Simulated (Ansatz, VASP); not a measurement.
One calculation of Be3TeSe2, two programs

```
Be Te Se
1.0
     3.80014    0.00015    0.00001
     0.00015    3.80007    0.00054
     0.00143   -0.00036   15.88574
Be Te Se
6 2 4
Direct
  0.49978 0.49988 0.18497
  0.99996 0.99999 0.34243
  0.50020 0.50005 0.49997
  0.99998 0.00029 0.65754
  0.50006 0.49992 0.81507
  0.99998 0.99993 0.00003
  0.99981 0.49988 0.09210
  0.50003 0.99989 0.90795
  0.49996 0.99994 0.26352
  0.00014 0.50002 0.42116
  0.50004 0.00003 0.57880
  0.00008 0.50018 0.73648
```

Change from the starting cell: cell x1, atoms moved at random (sigma 0.1 Å) and cell strained at random (1.5 %), then relaxed without symmetry.

Alike in both runs: functional PBE; k mesh 4 × 4 × 1; occupations gaussian, width 0.1 eV; no spin polarisation.

Ansatz relaxed the structure, and its values are those at the end. VASP's run is a single point on that final structure, the one shown.

|  | VASP | Ansatz |
| --- | --- | --- |
| version | VASP 6.6.1 | Ansatz 0.2.0 |
| potentials or method | VASP PAW PBE potentials, release 64 (Be, Te, Se), cutoff 520 eV | scalar-relativistic, plane waves, PAW |
| valence electrons in the cell | 48 | 108 |

```csv
,VASP,Ansatz,Ansatz less VASP
gap on the k mesh at the Fermi level (eV),1.96,1.97,+0.012
least direct gap on the mesh (eV),1.96,1.97,+0.012
pressure (GPa),0.2,0.0,-0.17
```

With one functional, cell and mesh, what is left measures potentials, basis and numerics. VASP's potentials hold 48 valence electrons a cell and Ansatz's 108, so a difference there can come from the potentials and not from the codes.

Neither program's run includes spin-orbit coupling.
